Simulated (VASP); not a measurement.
# Re (Pm-3m) in VASP: further runs, part 2 of 2

VASP 6.6.1. The steps go on from the part before.

## 5. Relaxation of cell and atoms, PBE, target pressure 30 GPa, at which the enthalpy is minimised

This run uses another cell than the first one, of 16.19 Å³/atom, 0.944 times its volume.

The input, INCAR:

```
ALGO = Normal
EDIFF = 1E-7
EDIFFG = -0.02
ENCUT = 600
GGA = PE
IBRION = 2
ISIF = 3
ISMEAR = -1
LASPH = True
LCHARG = False
LREAL = False
LWAVE = False
NELM = 60
NSW = 80
PREC = Accurate
PSTRESS = 300.0
SIGMA = 0.1
```

The input, KPOINTS:

```
k-points
0
Gamma
  8 8 8
```

The input, POSCAR:

```
Re
1.0
    2.5300000000      0.0000000000      0.0000000000
    0.0000000000      2.5300000000      0.0000000000
    0.0000000000      0.0000000000      2.5300000000
Re
1
Direct
    0.0000000000      0.0000000000      0.0000000000
```

Potentials or basis: VASP PAW PBE potentials, release 64 (Re).

Run with:

```console
$ cat potpaw_PBE.64/Re/POTCAR > POTCAR
$ mpirun -np 1 vasp_std > vasp.out
```

OUTCAR:

```text
EDIFF = 1E-7
   EDIFFG = -0.02
   ENCUT = 600
   GGA = PE
   IBRION = 2
   ISIF = 3
   ISMEAR = -1
   LASPH = True
   LREAL = False
   NELM = 60
   NSW = 80
   PREC = Accurate
   PSTRESS = 300.0

 ion  position               nearest neighbor table
   1  0.000  0.000  0.000-

  LATTYP: Found a simple cubic cell.
 ALAT       =     2.5300000000

  Lattice vectors:

 A1 = (   2.5300000000,   0.0000000000,   0.0000000000)
 A2 = (   0.0000000000,   2.5300000000,   0.0000000000)
 A3 = (   0.0000000000,   0.0000000000,   2.5300000000)

Analysis of symmetry for initial positions (statically):
=====================================================================
 Subroutine PRICEL returns:
 Original cell was already a primitive cell.

 Routine SETGRP: Setting up the symmetry group for a
 simple cubic supercell.

 Subroutine GETGRP returns: Found 48 space group operations
 (whereof 48 operations were pure point group operations)
 out of a pool of 48 trial point group operations.

The static configuration has the point symmetry O_h .

Analysis of symmetry for dynamics (positions and initial velocities):
=====================================================================
 Subroutine PRICEL returns:
 Original cell was already a primitive cell.

 Routine SETGRP: Setting up the symmetry group for a
[... 156 lines left out ...]
  FORCE on cell =-STRESS in cart. coord.  units (eV):
  Direction    XX          YY          ZZ          XY          YZ          ZX
  --------------------------------------------------------------------------------------
  -------------------------------------------------------------------------------------
  Total        1.6364596      1.6364596      1.6364596      0.0000000     -0.0000000     -0.0000000
  in kB      161.9027845    161.9027845    161.9027845      0.0000000     -0.0000000     -0.0000000
  external PRESSURE =    -138.0972155 kB  Pullay stress =     300.0000000 kB
[... 24 lines left out ...]
--------------------------------------- Ionic step        2  -------------------------------------------

 number of electron       7.0000001 magnetization

 E-fermi :  10.0814     XC(G=0): -14.2000

 val. band max:        9.8520879875   @ k =   0.5000   0.1250   0.0000
 cond. band min:      10.1269173953   @ k =   0.3750   0.3750   0.2500
 fundamental gap:      0.2748294078
 Fermi energy:        10.0814110402

 k-point     1 :       0.0000    0.0000    0.0000
  band No.  band energies     occupation
      1      -1.0053      2.00000
      2       2.5869      2.00000
      3       2.5869      2.00000
      4      15.2065      0.00000
      5      15.2065      0.00000
      6      15.2065      0.00000
      7      27.8120      0.00000
[... 303 lines left out ...]
--------------------------------------- Ionic step        4  -------------------------------------------

 number of electron       7.0000000 magnetization

 Free energy of the ion-electron system (eV)
  ---------------------------------------------------
  ext. energy  EPLUGINS =         0.00000000
  ---------------------------------------------------
  free energy    TOTEN  =       -11.00011905 eV

  energy without entropy =      -10.97270803  energy(sigma->0) =      -10.98641354

 E-fermi :   7.6574     XC(G=0): -13.2517

 val. band max:        7.6004292830   @ k =   0.5000   0.0000   0.0000
 cond. band min:       7.6646972753   @ k =   0.5000   0.3750   0.2500
 fundamental gap:      0.0642679923
 Fermi energy:         7.6573703047

 k-point     1 :       0.0000    0.0000    0.0000
  band No.  band energies     occupation
      1      -2.0735      2.00000
      2       1.7638      2.00000
      3       1.7638      2.00000
      4      11.7835      0.00000
      5      11.7835      0.00000
      6      11.7835      0.00000
      7      23.8961      0.00000
[... 262 lines left out ...]
  energy  without entropy=      -10.9727080301  energy(sigma->0) =      -10.98641354

  enthalpy is  TOTEN    =        -8.0809294723 eV   P V=        2.9191895734

 reached required accuracy - stopping structural energy minimisation
```

OSZICAR:

```text
N       E                     dE             d eps       ncg     rms          rms(c)
DAV:   1     0.654149427650E+01    0.65415E+01   -0.36942E+03   791   0.116E+03
DAV:   2    -0.105503489525E+02   -0.17092E+02   -0.15698E+02   525   0.111E+02
DAV:   3    -0.115383684490E+02   -0.98802E+00   -0.97528E+00   826   0.298E+01
[... 34 lines left out ...]
DAV:   3    -0.110001181672E+02    0.16938E-04   -0.63386E-05   756   0.283E-01    0.174E-02
DAV:   4    -0.110001188582E+02   -0.69097E-06   -0.12245E-06   560   0.261E-02    0.524E-03
DAV:   5    -0.110001191422E+02   -0.28401E-06   -0.71609E-07   644   0.258E-02    0.549E-04
DAV:   6    -0.110001190420E+02    0.10020E-06   -0.21789E-08   245   0.265E-03    0.164E-04
DAV:   7    -0.110001190457E+02   -0.37239E-08   -0.21585E-09   245   0.199E-03
   4 F= -.80809295E+01 E0= -.80672240E+01  d E =-.273321E-01
```

Run time: 15 s. Hardware: 1 thread of Intel Xeon Platinum 8488C (Sapphire Rapids), shared host; peak memory 0.13 GiB.

What came out:

- Free energy: -11.0001 eV
- Relaxed volume: 15.59 Å³/atom
- Relaxed cell: a = 2.498 Å, b = 2.498 Å, c = 2.498 Å, α = 90.00°, β = 90.00°, γ = 90.00°
- Space group after relaxing (to 0.05 Å): Pm-3m (No. 221)
- Energy change on relaxing (the enthalpy is what falls): +85.8 meV/atom
- Ionic steps: 4
- Pressure after relaxing: 29.8 GPa

The path:
```
step  energy change (eV)  largest force (eV/Å)  pressure (GPa)  volume (Å³)
   1              0.0000                0.0000           16.19        16.19
   2              1.1535                0.0000          121.70        13.14
   3              0.0785                0.0000           28.81        15.63
   4              0.0858                0.0000           29.80        15.59
```

Final structure:
```
CELL_PARAMETERS angstrom
2.49814 0.00000 0.00000
0.00000 2.49814 0.00000
0.00000 0.00000 2.49814
ATOMIC_POSITIONS crystal
Re 0.00000 0.00000 0.00000
```

Levels at points of the mesh, in eV from the Fermi level:
```csv
k point,band 1,band 2,band 3,band 4,band 5,band 6
"(0.00, 0.00, 0.00)",-9.73,-5.89,-5.89,4.13,4.13,4.13
"(0.50, 0.00, 0.00)",-6.11,-4.84,-1.02,-0.06,-0.06,4.57
"(0.50, 0.50, 0.00)",-7.11,-4.08,0.78,0.78,5.18,5.18
"(0.50, 0.50, 0.50)",-5.33,-5.33,-5.33,7.44,7.44,7.75
```

Caveat: the cell is relaxed towards a set pressure, so the enthalpy falls and the energy may rise; spin-orbit coupling is left out, which moves the levels of the heavy elements.

## 6. The runs side by side

| task | cell | cutoff (eV) | gap on the mesh (eV) | pressure (GPa) |
| --- | --- | --- | --- | --- |
| single point | a = 2.579 Å, 1 atom | 520 | none | -1.0 |
| relaxation of cell and atoms | relaxed from a = 2.530 Å, 1 atom | 600 | none | 0.0 |
| relaxation of cell and atoms | relaxed to 15 GPa from a = 2.530 Å, 1 atom | 600 | none | 15.0 |
| relaxation of cell and atoms | relaxed to 30 GPa from a = 2.530 Å, 1 atom | 600 | none | 29.8 |

Alike in all rows: level PBE; potentials or basis VASP PAW PBE potentials, release 64 (Re); no spin polarisation; k mesh 8 × 8 × 8; smearing fermi-dirac 0.1 eV.

Caveats: spin-orbit coupling is left out, which moves the levels of the heavy elements; the cell is relaxed towards a set pressure, so the enthalpy falls and the energy may rise (some runs).

Absolute energies hang on the potentials; compare differences alone.
